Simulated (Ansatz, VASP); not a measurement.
**Two plane-wave programs on Mg**

Contents of INCAR:

```
ALGO     = Normal         # electronic algorithm
EDIFF    = 1E-6           # SCF threshold, eV
ENCUT    = 600            # plane-wave cutoff, eV
GGA      = LIBXC          # functional
GGA_COMPAT= F            
ISIF     = 2              # what is computed and relaxed
ISMEAR   = 1              # smearing method
LASPH    = T              # aspherical terms in the spheres
LCHARG   = F              # write CHGCAR
LIBXC1   = GGA_X_PBE_SOL
LIBXC2   = LDA_C_PW     
LREAL    = F              # projectors in reciprocal space
LWAVE    = F              # write WAVECAR
NBANDS   = 9              # bands
NELM     = 120            # most SCF steps
PREC     = Accurate       # precision mode
SIGMA    = 0.2            # smearing width, eV
```

File KPOINTS:

```
k-points
0
Gamma
  8 8 5
```

File POSCAR:

```
Mg
1.0
    3.1548945744      0.0000000000      0.0000000000
   -1.5774472872      2.7322234401      0.0000000000
    0.0000000000      0.0000000000      5.1219727670
Mg
2
Direct
    0.3333333333      0.6666666667      0.2500000000
    0.6666666667      0.3333333333      0.7500000000
```

Input for Ansatz:

```yaml
crystal:
  lattice:
    - [3.1548945743971584, 0.0, 0.0]
    - [-1.5774472871985792, 2.732223440128688, 0.0]
    - [0.0, 0.0, 5.1219727669527675]
  atoms:
    - { symbol: Mg, position: [0.3333333333333333, 0.6666666666666666, 0.25] }
    - { symbol: Mg, position: [0.6666666666666666, 0.3333333333333333, 0.75] }
basis:
  ecutwfc: 420.0
kpoints:
  mp_grid:
    grid: [8, 8, 5]
hamiltonian:
  xc:
    exchange: pbesol
    correlation: lda
scf:
  occupations:
    method: cold
    width: 0.2
output:
  stress: true
```

Alike in both runs: task single point; functional pbesol exchange, lda correlation; k mesh 8 × 8 × 5; no spin polarisation.

```csv
,VASP,Ansatz
version,VASP 6.6.1,Ansatz 0.2.0
potentials or method,"VASP PAW PBE potentials, release 64 (Mg), cutoff 600 eV","plane waves, PAW"
occupations,"methfessel-paxton of order 1, width 0.2 eV","cold, width 0.2 eV"
valence electrons in the cell,4,20
```

Ansatz gave:

* pressure (GPa): 1.9
* traceless stress, the component that is largest in VASP (GPa): 0.26

Question: Estimate VASP's values.

Answer: Pressure (GPa): 1.8; traceless stress, the component that is largest in VASP (GPa): 0.36.

VASP's potentials were made for PBE, not for pbesol exchange, lda correlation. VASP's potentials hold 4 valence electrons a cell and Ansatz's 20, so a difference there can come from the potentials and not from the codes. Ansatz's warnings: structure snapped to symmetry.
